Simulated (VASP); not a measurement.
# AlC5 (F-43m) in VASP: single point with PBE

Aim: the single point of AlC5 with PBE.

Everything below comes from runs of VASP 6.6.1. Logs are shortened: lines on timing, memory, paths and dates and some standing lists are left out, and cuts for length are marked.

## Step 1: The cell of the first run

Symmetry: F-43m, No. 216, cubic system. Conventional cell: a = 6.689 Å, b = 6.689 Å, c = 6.689 Å, α = 90.00°, β = 90.00°, γ = 90.00°. Al (site symmetry -43m) has 16 C at 2.78 to 2.90 Å within 3.7 Å. Within 3.7 Å of C (site symmetry -43m) lie 12 C at 2.77 Å and 4 Al at 2.90 Å. Within 3.1 Å of C (site symmetry 3m) lie 9 C at 2.34 to 2.77 Å and 3 Al at 2.78 Å.

## Step 2: Single point, PBE

INCAR reads:

```
SYSTEM = AlC5
  PREC = Accurate
  ENCUT = 520
  EDIFF = 1E-6
  ISMEAR = 0
  SIGMA = 0.1
  LREAL = .FALSE.
  LASPH = .TRUE.
  NELM = 80
  ALGO = Normal
  ISIF = 2
  LWAVE = .FALSE.
  LCHARG = .FALSE.
  GGA = PE
  NBANDS = 20
```

KPOINTS reads:

```
regular mesh
0
G
  4 4 4
  0 0 0
```

POSCAR reads:

```
AlC5
1.0
    0.0000000000      3.3446410900      3.3446410900
    3.3446410900      0.0000000000      3.3446410900
    3.3446410900      3.3446410900      0.0000000000
Al C
1 5
Direct
    0.0000000000      0.0000000000      0.0000000000
    0.2500000000      0.2500000000      0.2500000000
    0.6237722100      0.1286833600      0.6237722100
    0.6237722100      0.6237722100      0.1286833600
    0.6237722100      0.6237722100      0.6237722100
    0.1286833600      0.6237722100      0.6237722100
```

Potentials or basis: VASP PAW PBE potentials, release 64 (Al, C).

Command:

```
> cat potpaw_PBE.64/Al/POTCAR potpaw_PBE.64/C/POTCAR > POTCAR
> mpirun -np 1 vasp_std > vasp.out
```

OUTCAR:

```text
SYSTEM = AlC5
   PREC = Accurate
   ENCUT = 520
   EDIFF = 1E-6
   ISMEAR = 0
   LREAL = .FALSE.
   LASPH = .TRUE.
   NELM = 80
   ISIF = 2
   GGA = PE

 ion  position               nearest neighbor table
   1  0.000  0.000  0.000-
   2  0.250  0.250  0.250-
   3  0.624  0.129  0.624-
   4  0.624  0.624  0.129-
   5  0.624  0.624  0.624-
   6  0.129  0.624  0.624-

  LATTYP: Found a face centered cubic cell.
 ALAT       =     6.6892821800

  Lattice vectors:

 A1 = (   0.0000000000,   3.3446410900,   3.3446410900)
 A2 = (   3.3446410900,   0.0000000000,   3.3446410900)
 A3 = (   3.3446410900,   3.3446410900,   0.0000000000)

Analysis of symmetry for initial positions (statically):
=====================================================================
 Subroutine PRICEL returns:
 Original cell was already a primitive cell.

 Routine SETGRP: Setting up the symmetry group for a
 face centered cubic supercell.

 Subroutine GETGRP returns: Found 24 space group operations
 (whereof 24 operations were pure point group operations)
 out of a pool of 48 trial point group operations.

The static configuration has the point symmetry T_d .

Analysis of symmetry for dynamics (positions and initial velocities):
=====================================================================
 Subroutine PRICEL returns:
 Original cell was already a primitive cell.

 Routine SETGRP: Setting up the symmetry group for a
 face centered cubic supercell.

 Subroutine GETGRP returns: Found 24 space group operations
 (whereof 24 operations were pure point group operations)
 out of a pool of 48 trial point group operations.

The dynamic configuration has the point symmetry T_d .

 Subroutine INISYM returns: Found 24 space group operations
 (whereof 24 operations are pure point group operations),
 and found     1 'primitive' translations

----------------------------------------------------------------------------------------

                                     Primitive cell

  volume of cell :      74.8305

  direct lattice vectors                    reciprocal lattice vectors
     0.000000000  3.344641090  3.344641090    -0.149492871  0.149492871  0.149492871
     3.344641090  0.000000000  3.344641090     0.149492871 -0.149492871  0.149492871
     3.344641090  3.344641090  0.000000000     0.149492871  0.149492871 -0.149492871

  length of vectors
     4.730036791  4.730036791  4.730036791     0.258929248  0.258929248  0.258929248

  position of ions in fractional coordinates (direct lattice)
     0.000000000  0.000000000  0.000000000
     0.250000000  0.250000000  0.250000000
     0.623772210  0.128683360  0.623772210
     0.623772210  0.623772210  0.128683360
     0.623772210  0.623772210  0.623772210
     0.128683360  0.623772210  0.623772210

  ion indices of the primitive-cell ions
   primitive index   ion index
                 1           1
                 2           2
                 3           3
                 4           4
                 5           5
                 6           6

----------------------------------------------------------------------------------------

 KPOINTS: regular mesh

Automatic generation of k-mesh.
 Grid dimensions read from file:
 generate k-points for:    4    4    4

 Generating k-lattice:

  Cartesian coordinates                     Fractional coordinates (reciprocal lattice)
    -0.037373218  0.037373218  0.037373218     0.250000000  0.000000000  0.000000000
     0.037373218 -0.037373218  0.037373218     0.000000000  0.250000000  0.000000000
     0.037373218  0.037373218 -0.037373218     0.000000000  0.000000000  0.250000000

  Length of vectors
     0.064732312  0.064732312  0.064732312

  Shift w.r.t. Gamma in fractional coordinates (k-lattice)
     0.000000000  0.000000000  0.000000000

 Subroutine IBZKPT returns following result:
 ===========================================

 Found      8 irreducible k-points:

 Following reciprocal coordinates:
            Coordinates               Weight
  0.000000  0.000000  0.000000      1.000000
  0.250000  0.000000  0.000000      8.000000
  0.500000  0.000000  0.000000      4.000000
  0.250000  0.250000  0.000000      6.000000
  0.500000  0.250000  0.000000     24.000000
 -0.250000  0.250000  0.000000     12.000000
  0.500000  0.500000  0.000000      3.000000
 -0.250000  0.500000  0.250000      6.000000
   k-points           NKPTS =      8   k-points in BZ     NKDIM =      8   number of bands    NBANDS=     20
   number of dos      NEDOS =    301   number of ions     NIONS =      6
   total plane-waves  NPLWV =  46656
   dimension x,y,z NGX =    36 NGY =   36 NGZ =   36
   dimension x,y,z NGXF=    72 NGYF=   72 NGZF=   72
   ions per type =               1   5
   NGX,Y,Z   is equivalent  to a cutoff of  12.65, 12.65, 12.65 a.u.
   NGXF,Y,Z  is equivalent  to a cutoff of  25.31, 25.31, 25.31 a.u.
 SYSTEM =  AlC5
   PREC   = accura    normal or accurate (medium, high low for compatibility)
   ISTART =      0    job   : 0-new  1-cont  2-samecut
   ICHARG =      2    charge: 1-file 2-atom 10-const
   ISPIN  =      1    spin polarized calculation?
   LNONCOLLINEAR =      F non collinear calculations
   LSORBIT =      F    spin-orbit coupling
   LASPH  =      T    aspherical Exc in radial PAW
   ENCUT  =  520.0 eV  38.22 Ry    6.18 a.u.   8.79  8.79  8.79*2*pi/ulx,y,z
   NELM   =     80;   NELMIN=  2; NELMDL= -5     # of ELM steps
   EDIFF  = 0.1E-05   stopping-criterion for ELM
   LREAL  =      F    real-space projection
   EDIFFG = 0.1E-04   stopping-criterion for IOM
   NSW    =      0    number of steps for IOM
   IBRION =     -1    ionic relax: 0-MD 1-quasi-New 2-CG
   NFREE  =      0    steps in history (QN), initial steepest desc. (CG)
   ISIF   =      2    stress and relaxation
   ISYM   =      2    0-nonsym 1-usesym 2-fastsym
   POTIM  = 0.5000    time-step for ionic-motion
   TEBEG  =    0.0;   TEEND  =   0.0 temperature during run
   PSTRESS=    0.0 pullay stress
   NELECT =      23.0000    total number of electrons
   NUPDOWN=      -1.0000    fix difference up-down
   EMIN   =  10.00;   EMAX   =-10.00  energy-range for DOS
   EFERMI =   0.00;   METHOD = LEGACY
   ISMEAR =     0;   SIGMA  =   0.10  broadening in eV -4-tet -1-fermi 0-gaus
   EFERMI_NEDOS =   21; number of points for ismear=-14 and -15
   IALGO  =     38    algorithm
   IMIX   =      4    mixing-type and parameters
     AMIX     =   0.40;   BMIX     =  1.00
     AMIX_MAG =   1.60;   BMIX_MAG =  1.00
  volume/ion in A,a.u.               =      12.47        84.16
  Fermi-wavevector in a.u.,A,eV,Ry     =   1.104819  2.087806 16.607621  1.220626
  Thomas-Fermi vector in A             =   2.241298
   LORBIT       =      0    0 simple, 1 ext, 2 COOP (PROOUT), +10 PAW based schemes
   GGA     = PE    functional components
   LHFCALC =     F    Hartree Fock is set to
   AEXX    =    0.0000 exact exchange contribution
   IVDW    =     0    specifies the selected vdW correction
   LEPSILON=     F    determine dielectric tensor
   LRPA    =     F    only Hartree local field effects (RPA)
 non-spin polarized calculation
 Gauss-broadening in eV      SIGMA  =   0.10
  energy-cutoff  :      520.00
  volume of cell :       74.83
 maximum number of plane-waves:      2044
   NGX = 17   NGY = 17   NGZ = 17

 number of electron      23.0000000 magnetization

 Free energy of the ion-electron system (eV)
  ---------------------------------------------------
  ext. energy  EPLUGINS =         0.00000000
  ---------------------------------------------------
  free energy    TOTEN  =       -25.66493211 eV

  energy without entropy =      -25.63785905  energy(sigma->0) =      -25.65139558

 E-fermi :   3.8890     XC(G=0): -10.4007

 val. band max:        3.8691411352   @ k =  -0.2500   0.5000   0.2500
 cond. band min:       3.9083597444   @ k =   0.5000   0.0000   0.0000
 fundamental gap:      0.0392186092
 Fermi energy:         3.8889606719

 k-point     1 :       0.0000    0.0000    0.0000
  band No.  band energies     occupation
      1      -9.9289      2.00000
      2      -4.1054      2.00000
      3      -3.3170      2.00000
      4      -3.3170      2.00000
      5      -3.3170      2.00000
      6      -1.7356      2.00000
[... 12 lines left out ...]
     19       8.3816      0.00000
     20       8.3816      0.00000

 k-point     2 :       0.2500    0.0000    0.0000
  band No.  band energies     occupation
      1      -9.4630      2.00000
      2      -5.5331      2.00000
      3      -4.1019      2.00000
      4      -3.5322      2.00000
      5      -3.5322      2.00000
      6      -0.8609      2.00000
[... 12 lines left out ...]
     19       7.5557      0.00000
     20       8.4740      0.00000

 k-point     3 :       0.5000    0.0000    0.0000
  band No.  band energies     occupation
      1      -8.5324      2.00000
      2      -7.2434      2.00000
      3      -4.2737      2.00000
      4      -3.6992      2.00000
      5      -3.6992      2.00000
      6      -0.8689      2.00000
[... 12 lines left out ...]
     19       7.5826      0.00000
     20       8.6860      0.00000

 k-point     4 :       0.2500    0.2500    0.0000
  band No.  band energies     occupation
      1      -9.3029      2.00000
      2      -5.2602      2.00000
      3      -4.6680      2.00000
      4      -3.9423      2.00000
      5      -3.9423      2.00000
      6      -0.8128      2.00000
[... 12 lines left out ...]
     19       7.5588      0.00000
     20       8.3281      0.00000

 k-point     5 :       0.5000    0.2500    0.0000
  band No.  band energies     occupation
      1      -8.3425      2.00000
      2      -6.8080      2.00000
      3      -5.5447      2.00000
      4      -4.0861      2.00000
      5      -3.6723      2.00000
      6      -0.8471      2.00000
[... 12 lines left out ...]
     19       6.7908      0.00000
     20       7.7306      0.00000

 k-point     6 :      -0.2500    0.2500    0.0000
  band No.  band energies     occupation
      1      -8.7361      2.00000
      2      -6.2958      2.00000
      3      -5.6114      2.00000
      4      -3.7335      2.00000
      5      -3.3979      2.00000
      6      -0.7757      2.00000
[... 12 lines left out ...]
     19       7.1206      0.00000
     20       7.6143      0.00000

 k-point     7 :       0.5000    0.5000    0.0000
  band No.  band energies     occupation
      1      -7.5654      2.00000
      2      -7.5570      2.00000
      3      -5.1841      2.00000
      4      -4.3792      2.00000
      5      -4.3792      2.00000
      6      -1.8414      2.00000
[... 12 lines left out ...]
     19       6.7505      0.00000
     20       8.4746      0.00000

 k-point     8 :      -0.2500    0.5000    0.2500
  band No.  band energies     occupation
      1      -7.4931      2.00000
      2      -7.3589      2.00000
      3      -6.1090      2.00000
      4      -4.8047      2.00000
      5      -3.1800      2.00000
      6      -0.3026      2.00000
[... 12 lines left out ...]
     19       6.6866      0.00000
     20       7.7068      0.00000

------------------------ aborting loop because EDIFF is reached ----------------------------------------

  FORCE on cell =-STRESS in cart. coord.  units (eV):
  Direction    XX          YY          ZZ          XY          YZ          ZX
  --------------------------------------------------------------------------------------
  -------------------------------------------------------------------------------------
  Total      -12.2516384    -12.2516384    -12.2516384      0.0000000      0.0000000     -0.0000000
  in kB     -262.3168539   -262.3168539   -262.3168539      0.0000000      0.0000000     -0.0000000
  external PRESSURE =    -262.3168539 kB  Pullay stress =       0.0000000 kB

 VOLUME and BASIS-vectors are now :
 -----------------------------------------------------------------------------
  energy-cutoff  :      520.00
  volume of cell :       74.83
      direct lattice vectors                 reciprocal lattice vectors
     0.000000000  3.344641090  3.344641090    -0.149492871  0.149492871  0.149492871
     3.344641090  0.000000000  3.344641090     0.149492871 -0.149492871  0.149492871
     3.344641090  3.344641090  0.000000000     0.149492871  0.149492871 -0.149492871

 POSITION                                       TOTAL-FORCE (eV/Angst)
 -----------------------------------------------------------------------------------
      0.00000      0.00000      0.00000         0.000000      0.000000      0.000000
      1.67232      1.67232      1.67232         0.000000      0.000000      0.000000
      2.51669      4.17259      2.51669         0.318144     -0.318144      0.318144
      2.51669      2.51669      4.17259         0.318144      0.318144     -0.318144
      4.17259      4.17259      4.17259        -0.318144     -0.318144     -0.318144
      4.17259      2.51669      2.51669        -0.318144      0.318144      0.318144
 -----------------------------------------------------------------------------------
    total drift:                                0.000019      0.000019      0.000019

  FREE ENERGIE OF THE ION-ELECTRON SYSTEM (eV)
  ---------------------------------------------------
  free  energy   TOTEN  =       -25.6649321121 eV

  energy  without entropy=      -25.6378590454  energy(sigma->0) =      -25.65139558
```

Run time: 24 s. Hardware: 1 thread of Intel Xeon 8259CL, shared host; peak memory 0.2 GiB.

Results:

```yaml
Free_energy: -25.6649 eV
Pressure: -26.2 GPa
Largest_force: 0.551 eV/Å
```

Forces in eV/Å, atoms in the order of the input:
```
Al   0.000  0.000  0.000
C    0.000  0.000  0.000
C    0.318 -0.318  0.318
C    0.318  0.318 -0.318
C   -0.318 -0.318 -0.318
C   -0.318  0.318  0.318
```

Caveat: the k points lie up to 0.41 Å⁻¹ apart.
